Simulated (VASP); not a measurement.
The system is LaTe.

```
CELL_PARAMETERS angstrom
3.96000 0.00000 0.00000
0.00000 3.96000 0.00000
0.00000 0.00000 3.96000
ATOMIC_POSITIONS crystal
La 0.00000 0.00000 0.00000
Te 0.50000 0.50000 0.50000
```

| Quantity | Value |
| --- | --- |
| Program | VASP 6.6.1 |
| Task | relaxation of cell and atoms |
| Functional | LDA |
| Potentials or basis | VASP PAW LDA potentials, release 64 (La, Te) |
| Cutoff | 600 eV |
| k mesh | 6 × 6 × 6 |
| Occupations | fermi-dirac, width 0.05 eV |
| Spin | no spin polarisation |

At the start: pressure -5.1 GPa; volume 31.05 Å³/atom.

How do energy, volume and symmetry change on relaxing?

Over 3 steps the energy falls by 45.1 meV/atom and the volume is 28.44 Å³/atom (-8.4 %); space group Pm-3m (No. 221, to 0.05 Å).

Step by step:
| step | energy change (eV) | largest force (eV/Å) | pressure (GPa) | volume (Å³) |
| --- | --- | --- | --- | --- |
| 1 | 0.0000 | 0.0000 | -5.09 | 62.10 |
| 2 | -0.0466 | 0.0000 | 4.51 | 53.65 |
| 3 | -0.0903 | 0.0000 | -0.04 | 56.88 |

Final structure:
```
CELL_PARAMETERS angstrom
3.84586 0.00000 0.00000
0.00000 3.84586 0.00000
0.00000 0.00000 3.84586
ATOMIC_POSITIONS crystal
La 0.00000 0.00000 0.00000
Te 0.50000 0.50000 0.50000
```
